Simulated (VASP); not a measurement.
# Ir2Rh3 (P-6m2) in VASP: single point with PBE

Aim: the single point of Ir2Rh3 with PBE.

Program: VASP 6.6.1. These are calculated values, not measurements. Logs are shortened: lines on timing, memory, paths and dates and some standing lists are left out, and cuts for length are marked.

## 1. The cell of the first run

Symmetry: P-6m2, No. 187, hexagonal system. The conventional cell has a = 2.735 Å, b = 2.735 Å, c = 22.035 Å, α = 90.00°, β = 90.00°, γ = 120.00°. Within 3.6 Å of Ir (site symmetry -6m2) lie 6 Rh at 2.70 Å and 6 Ir at 2.73 Å. Within 3.6 Å of Ir (site symmetry 3m) lie 6 Rh at 2.70 to 2.72 Å and 6 Ir at 2.73 Å. Ir (site symmetry -6m2) has 6 Rh at 2.71 Å and 6 Ir at 2.73 Å within 3.6 Å. Within 3.6 Å of Rh (site symmetry 3m) lie 3 Ir at 2.70 Å and 9 Rh at 2.72 to 2.73 Å. Rh (site symmetry 3m) has 6 Ir at 2.71 to 2.72 Å and 6 Rh at 2.73 Å within 3.6 Å. Rh (site symmetry 3m) has 3 Ir at 2.70 Å and 9 Rh at 2.72 to 2.73 Å within 3.6 Å.

## 2. Single point, PBE

Input file INCAR:

```
PREC = Accurate
ENCUT = 520
EDIFF = 1E-6
ISMEAR = 0
SIGMA = 0.2
LREAL = F
LASPH = T
NELM = 80
ALGO = Fast
ISIF = 2
LWAVE = F
LCHARG = T
GGA = PE
LELF = T
LVHAR = T
NBANDS = 74
```

Input file KPOINTS:

```
Automatic mesh
0
Gamma
  12 12 1
```

Input file POSCAR:

```
Ir2Rh3
1.0
    2.7347286346      0.0000000000      0.0000000000
   -1.3673643173      2.3683444700      0.0000000000
    0.0000000000      0.0000000000     22.0352947000
Ir Rh
4 6
Direct
    1.0000000000      1.0000000000      0.0000000000
    0.3333333333      0.6666666667      0.2995440000
    0.3333333333      0.6666666667      0.5000000000
    0.3333333333      0.6666666667      0.7004560000
    1.0000000000      1.0000000000      0.7998370000
    1.0000000000      1.0000000000      0.2001630000
    1.0000000000      1.0000000000      0.3998670000
    1.0000000000      1.0000000000      0.6001330000
    0.3333333333      0.6666666667      0.9004980000
    0.3333333333      0.6666666667      0.0995020000
```

Potentials or basis: VASP PAW PBE potentials, release 64 (Ir, Rh_pv).

On the command line:

```bash
$ cat potpaw_PBE.64/Ir/POTCAR potpaw_PBE.64/Rh_pv/POTCAR > POTCAR
$ mpirun -np 1 vasp_std > vasp.out
```

OUTCAR:

```text
PREC = Accurate
   ENCUT = 520
   EDIFF = 1E-6
   ISMEAR = 0
   LREAL = F
   LASPH = T
   NELM = 80
   ISIF = 2
   GGA = PE

 ion  position               nearest neighbor table
   1  0.000  0.000  0.000-   9 2.70  10 2.70   9 2.70  10 2.70   9 2.70  10 2.70
   2  0.333  0.667  0.300-   6 2.70   6 2.70   6 2.70   7 2.72   7 2.72   7 2.72
   3  0.333  0.667  0.500-   7 2.71   8 2.71   7 2.71   8 2.71   7 2.71   8 2.71
   4  0.333  0.667  0.700-   5 2.70   5 2.70   5 2.70   8 2.72   8 2.72   8 2.72
   5  0.000  0.000  0.800-   4 2.70   4 2.70   4 2.70   9 2.72   9 2.72   9 2.72
   6  0.000  0.000  0.200-   2 2.70   2 2.70   2 2.70  10 2.72  10 2.72  10 2.72
   7  0.000  0.000  0.400-   3 2.71   3 2.71   3 2.71   2 2.72   2 2.72   2 2.72
   8  0.000  0.000  0.600-   3 2.71   3 2.71   3 2.71   4 2.72   4 2.72   4 2.72
   9  0.333  0.667  0.900-   1 2.70   1 2.70   1 2.70   5 2.72   5 2.72   5 2.72
  10  0.333  0.667  0.100-   1 2.70   1 2.70   1 2.70   6 2.72   6 2.72   6 2.72

  LATTYP: Found a hexagonal cell.
 ALAT       =     2.7347286346
 C/A-ratio  =     8.0575799811

  Lattice vectors:

 A1 = (   2.7347286346,   0.0000000000,   0.0000000000)
 A2 = (  -1.3673643173,   2.3683444700,   0.0000000000)
 A3 = (   0.0000000000,   0.0000000000,  22.0352947000)

Analysis of symmetry for initial positions (statically):
=====================================================================
 Subroutine PRICEL returns:
 Original cell was already a primitive cell.

 Routine SETGRP: Setting up the symmetry group for a
 hexagonal supercell.

 Subroutine GETGRP returns: Found 12 space group operations
 (whereof 12 operations were pure point group operations)
 out of a pool of 24 trial point group operations.

The static configuration has the point symmetry D_3h.

Analysis of symmetry for dynamics (positions and initial velocities):
=====================================================================
 Subroutine PRICEL returns:
 Original cell was already a primitive cell.

 Routine SETGRP: Setting up the symmetry group for a
 hexagonal supercell.

 Subroutine GETGRP returns: Found 12 space group operations
 (whereof 12 operations were pure point group operations)
 out of a pool of 24 trial point group operations.

The dynamic configuration has the point symmetry D_3h.

 Subroutine INISYM returns: Found 12 space group operations
 (whereof 12 operations are pure point group operations),
 and found     1 'primitive' translations

----------------------------------------------------------------------------------------

                                     Primitive cell

  volume of cell :     142.7177

  direct lattice vectors                    reciprocal lattice vectors
     2.734728635  0.000000000  0.000000000     0.365666994  0.211117938  0.000000000
    -1.367364317  2.368344470  0.000000000     0.000000000  0.422235875  0.000000000
     0.000000000  0.000000000 22.035294700     0.000000000  0.000000000  0.045381739

  length of vectors
     2.734728635  2.734728635 22.035294700     0.422235875  0.422235875  0.045381739

  position of ions in fractional coordinates (direct lattice)
     0.000000000  0.000000000  0.000000000
     0.333333333  0.666666667  0.299544000
     0.333333333  0.666666667  0.500000000
     0.333333333  0.666666667  0.700456000
     0.000000000  0.000000000  0.799837000
     0.000000000  0.000000000  0.200163000
     0.000000000  0.000000000  0.399867000
     0.000000000  0.000000000  0.600133000
     0.333333333  0.666666667  0.900498000
     0.333333333  0.666666667  0.099502000

  ion indices of the primitive-cell ions
   primitive index   ion index
                 1           1
                 2           2
                 3           3
                 4           4
                 5           5
                 6           6
                 7           7
                 8           8
                 9           9
                10          10

----------------------------------------------------------------------------------------

 KPOINTS: Automatic mesh

Automatic generation of k-mesh.
 Grid dimensions read from file:
 generate k-points for:   12   12    1

 Generating k-lattice:

  Cartesian coordinates                     Fractional coordinates (reciprocal lattice)
     0.030472250  0.017593161  0.000000000     0.083333333 -0.000000000  0.000000000
     0.000000000  0.035186323  0.000000000     0.000000000  0.083333333  0.000000000
     0.000000000  0.000000000  0.045381739     0.000000000  0.000000000  1.000000000

  Length of vectors
     0.035186323  0.035186323  0.045381739

  Shift w.r.t. Gamma in fractional coordinates (k-lattice)
     0.000000000  0.000000000  0.000000000

 Subroutine IBZKPT returns following result:
 ===========================================

 Found     19 irreducible k-points:

 Following reciprocal coordinates:
            Coordinates               Weight
  0.000000  0.000000  0.000000      1.000000
  0.083333 -0.000000  0.000000      6.000000
  0.166667  0.000000  0.000000      6.000000
  0.250000 -0.000000  0.000000      6.000000
  0.333333  0.000000  0.000000      6.000000
  0.416667  0.000000  0.000000      6.000000
[... 11 lines left out ...]
  0.333333  0.250000  0.000000     12.000000
  0.333333  0.333333  0.000000      2.000000
   k-points           NKPTS =     19   k-points in BZ     NKDIM =     19   number of bands    NBANDS=     74
   number of dos      NEDOS =    301   number of ions     NIONS =     10
   total plane-waves  NPLWV =  67200
   dimension x,y,z NGX =    20 NGY =   20 NGZ =  168
   dimension x,y,z NGXF=    40 NGYF=   40 NGZF=  336
   ions per type =               4   6
   NGX,Y,Z   is equivalent  to a cutoff of  12.16, 12.16, 12.67 a.u.
   NGXF,Y,Z  is equivalent  to a cutoff of  24.32, 24.32, 25.35 a.u.
 SYSTEM =  unknown system
   PREC   = accura    normal or accurate (medium, high low for compatibility)
   ISTART =      0    job   : 0-new  1-cont  2-samecut
   ICHARG =      2    charge: 1-file 2-atom 10-const
   ISPIN  =      1    spin polarized calculation?
   LNONCOLLINEAR =      F non collinear calculations
   LSORBIT =      F    spin-orbit coupling
   LASPH  =      T    aspherical Exc in radial PAW
   ENCUT  =  520.0 eV  38.22 Ry    6.18 a.u.   5.08  5.08 40.97*2*pi/ulx,y,z
   NELM   =     80;   NELMIN=  2; NELMDL= -5     # of ELM steps
   EDIFF  = 0.1E-05   stopping-criterion for ELM
   LREAL  =      F    real-space projection
   EDIFFG = 0.1E-04   stopping-criterion for IOM
   NSW    =      0    number of steps for IOM
   IBRION =     -1    ionic relax: 0-MD 1-quasi-New 2-CG
   NFREE  =      0    steps in history (QN), initial steepest desc. (CG)
   ISIF   =      2    stress and relaxation
   ISYM   =      2    0-nonsym 1-usesym 2-fastsym
   POTIM  = 0.5000    time-step for ionic-motion
   TEBEG  =    0.0;   TEEND  =   0.0 temperature during run
   PSTRESS=    0.0 pullay stress
   NELECT =     126.0000    total number of electrons
   NUPDOWN=      -1.0000    fix difference up-down
   EMIN   =  10.00;   EMAX   =-10.00  energy-range for DOS
   EFERMI =   0.00;   METHOD = LEGACY
   ISMEAR =     0;   SIGMA  =   0.20  broadening in eV -4-tet -1-fermi 0-gaus
   EFERMI_NEDOS =   21; number of points for ismear=-14 and -15
   IALGO  =     68    algorithm
   IMIX   =      4    mixing-type and parameters
     AMIX     =   0.40;   BMIX     =  1.00
     AMIX_MAG =   1.60;   BMIX_MAG =  1.00
  volume/ion in A,a.u.               =      14.27        96.31
  Fermi-wavevector in a.u.,A,eV,Ry     =   1.570504  2.967822 33.558532  2.466483
  Thomas-Fermi vector in A             =   2.672227
   LORBIT       =      0    0 simple, 1 ext, 2 COOP (PROOUT), +10 PAW based schemes
   GGA     = PE    functional components
   LHFCALC =     F    Hartree Fock is set to
   AEXX    =    0.0000 exact exchange contribution
   IVDW    =     0    specifies the selected vdW correction
   LEPSILON=     F    determine dielectric tensor
   LRPA    =     F    only Hartree local field effects (RPA)
 non-spin polarized calculation
 RMM-DIIS sequential band-by-band and
 Gauss-broadening in eV      SIGMA  =   0.20
  energy-cutoff  :      520.00
  volume of cell :      142.72
 maximum number of plane-waves:      3879
   NGX = 11   NGY = 11   NGZ = 81

 number of electron     125.9999994 magnetization

 Free energy of the ion-electron system (eV)
  ---------------------------------------------------
  ext. energy  EPLUGINS =         0.00000000
  ---------------------------------------------------
  free energy    TOTEN  =       -78.74672342 eV

  energy without entropy =      -78.42251291  energy(sigma->0) =      -78.58461816

 E-fermi :  10.8993     XC(G=0): -13.8534

 val. band max:       10.8917298515   @ k =   0.0833   0.0833   0.0000
 cond. band min:      10.9014125719   @ k =   0.0833  -0.0000   0.0000
 fundamental gap:      0.0096827204
 Fermi energy:        10.8992952764

 k-point     1 :       0.0000    0.0000    0.0000
  band No.  band energies     occupation
      1     -36.0682      2.00000
      2     -36.0658      2.00000
      3     -36.0225      2.00000
      4     -36.0176      2.00000
      5     -35.7494      2.00000
      6     -35.7466      2.00000
[... 66 lines left out ...]
     73      11.1358      0.09449
     74      11.1372      0.09246

 k-point     2 :       0.0833   -0.0000    0.0000
  band No.  band energies     occupation
      1     -36.0601      2.00000
      2     -36.0579      2.00000
      3     -36.0180      2.00000
      4     -36.0135      2.00000
      5     -35.7550      2.00000
      6     -35.7524      2.00000
[... 66 lines left out ...]
     73      11.1707      0.05493
     74      12.0223      0.00000

 k-point     3 :       0.1667    0.0000    0.0000
  band No.  band energies     occupation
      1     -36.0385      2.00000
      2     -36.0369      2.00000
      3     -36.0057      2.00000
      4     -36.0023      2.00000
      5     -35.7965      2.00000
      6     -35.7962      2.00000
[... 1221 lines left out ...]
     73      16.0864      0.00000
     74      16.9740      0.00000

 k-point    19 :       0.3333    0.3333    0.0000
  band No.  band energies     occupation
      1     -36.0086      2.00000
      2     -36.0070      2.00000
      3     -36.0056      2.00000
      4     -36.0050      2.00000
      5     -35.9805      2.00000
      6     -35.9793      2.00000
[... 66 lines left out ...]
     73      16.9943      0.00000
     74      17.4007      0.00000

------------------------ aborting loop because EDIFF is reached ----------------------------------------

  FORCE on cell =-STRESS in cart. coord.  units (eV):
  Direction    XX          YY          ZZ          XY          YZ          ZX
  --------------------------------------------------------------------------------------
  -------------------------------------------------------------------------------------
  Total        0.0403263      0.0403263      1.5035379      0.0000000      0.0000000      0.0000000
  in kB        0.4527113      0.4527113     16.8790105      0.0000000      0.0000000      0.0000000
  external PRESSURE =       5.9281443 kB  Pullay stress =       0.0000000 kB

 VOLUME and BASIS-vectors are now :
 -----------------------------------------------------------------------------
  energy-cutoff  :      520.00
  volume of cell :      142.72
      direct lattice vectors                 reciprocal lattice vectors
     2.734728635  0.000000000  0.000000000     0.365666994  0.211117938  0.000000000
    -1.367364317  2.368344470  0.000000000     0.000000000  0.422235875  0.000000000
     0.000000000  0.000000000 22.035294700     0.000000000  0.000000000  0.045381739

 POSITION                                       TOTAL-FORCE (eV/Angst)
 -----------------------------------------------------------------------------------
      0.00000      0.00000      0.00000         0.000000      0.000000     -0.000000
     -0.00000      1.57890      6.60054        -0.000000      0.000000      0.016666
     -0.00000      1.57890     11.01765        -0.000000      0.000000     -0.000000
     -0.00000      1.57890     15.43475        -0.000000      0.000000     -0.016666
      0.00000      0.00000     17.62464         0.000000     -0.000000      0.018832
      0.00000      0.00000      4.41065         0.000000     -0.000000     -0.018832
      0.00000      0.00000      8.81119        -0.000000      0.000000     -0.006852
      0.00000      0.00000     13.22411         0.000000      0.000000      0.006852
     -0.00000      1.57890     19.84274        -0.000000      0.000000     -0.020549
     -0.00000      1.57890      2.19256        -0.000000      0.000000      0.020549
 -----------------------------------------------------------------------------------
    total drift:                               -0.000001      0.000000      0.000000

  FREE ENERGIE OF THE ION-ELECTRON SYSTEM (eV)
  ---------------------------------------------------
  free  energy   TOTEN  =       -78.7467234219 eV

  energy  without entropy=      -78.4225129073  energy(sigma->0) =      -78.58461816
```

Run time: 6.5 min. Hardware: 1 thread of Intel Xeon 6975P-C (Granite Rapids), shared host; peak memory 0.35 GiB.

What came out:

```
Free energy            : -78.7467 eV
Pressure               : 0.6 GPa
Largest force          : 0.021 eV/Å
Band gap on the k mesh : zero (band 63 reaches 11.49 eV, above the bottom of band 64 at 9.35 eV)
```

Forces on the atoms (eV/Å):
```
Ir   0.000  0.000  0.000
Ir   0.000  0.000  0.017
Ir   0.000  0.000  0.000
Ir   0.000  0.000 -0.017
Rh   0.000  0.000  0.019
Rh   0.000  0.000 -0.019
Rh   0.000  0.000 -0.007
Rh   0.000  0.000  0.007
Rh   0.000  0.000 -0.021
Rh   0.000  0.000  0.021
```

Levels at points of the mesh, in eV from the Fermi level:
```csv
k point,band 57,band 58,band 59,band 60,band 61,band 62,band 63,band 64,band 65,band 66
"(0.00, 0.00, 0.00)",-2.02,-1.59,-1.59,-1.58,-1.58,-1.15,-1.08,-0.84,-0.84,-0.76
"(0.50, 0.00, 0.00)",0.41,0.41,0.45,0.48,0.53,0.54,0.54,0.77,1.14,1.15
```

Caveat: spin-orbit coupling is left out, which moves the levels of the heavy elements.
